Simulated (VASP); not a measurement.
Wanted: the native input for a VASP 6.6.1 run.

```yaml
Task: single point
Functional: r2SCAN
Potentials_or_basis: VASP PAW PBE potentials, release 64 (Mg_sv, B)
Cutoff: 660 eV
k_mesh: 15 × 15 × 12
Occupations: fermi-dirac, width 0.15 eV
Spin: no spin polarisation
Dipole_correction: no
Further_INCAR_settings: ALGO = Normal; EDIFF = 1e-06; NBANDS = 15
```

Crystal: MgB2.

```
CELL_PARAMETERS angstrom
3.06870 0.00000 0.00000
-1.53435 2.65757 0.00000
0.00000 0.00000 3.51299
ATOMIC_POSITIONS crystal
Mg 0.00000 0.00000 0.00000
B 0.33333 0.66667 0.50000
B 0.66667 0.33333 0.50000
```

The input as run:

POSCAR

```
MgB2
1.0
    3.0686969421      0.0000000000      0.0000000000
   -1.5343484710      2.6575695083      0.0000000000
    0.0000000000      0.0000000000      3.5129910970
Mg B
1 2
Direct
    0.0000000000      0.0000000000      0.0000000000
    0.3333333333      0.6666666667      0.5000000000
    0.6666666667      0.3333333333      0.5000000000
```

INCAR.step1

```
ALGO = Normal ; EDIFF = 1E-5
ENCUT = 660 ; GGA = PE
GGA_COMPAT = False ; ISMEAR = -1
LASPH = True ; LCHARG = False
LREAL = False ; LWAVE = True
NBANDS = 15 ; NELM = 120
PREC = Accurate ; SIGMA = 0.15
```

INCAR.step2

```
ALGO = Normal ; EDIFF = 1E-6
ENCUT = 660 ; GGA_COMPAT = False
ISIF = 2 ; ISMEAR = -1
ISTART = 1 ; LASPH = True
LCHARG = False ; LMIXTAU = True
LREAL = False ; LWAVE = False
METAGGA = R2SCAN ; NBANDS = 15
NELM = 120 ; PREC = Accurate
SIGMA = 0.15
```

KPOINTS

```
k-points
0
Gamma
  15 15 12
```

Potentials or basis: VASP PAW PBE potentials, release 64 (Mg_sv, B).

Launch:

```bash
$ cat potpaw_PBE.64/Mg_sv/POTCAR potpaw_PBE.64/B/POTCAR > POTCAR
$ cp INCAR.step1 INCAR
$ mpirun -np 1 vasp_std > vasp.out
$ cp INCAR.step2 INCAR
$ mpirun -np 1 vasp_std > vasp.out
```

Results of the run:

```yaml
Pressure: -0.1 GPa
Band_gap_on_the_k_mesh: zero (bands 8 and 9 overlap by 3.99 eV)
```

Caveat: the PAW data sets were made with another functional, which shifts forces and pressure a little.

It took 7.9 min on 1 thread of AMD EPYC 7R43 64-Core Processor (Zen 3) (shared host), peak memory 0.2 GiB.
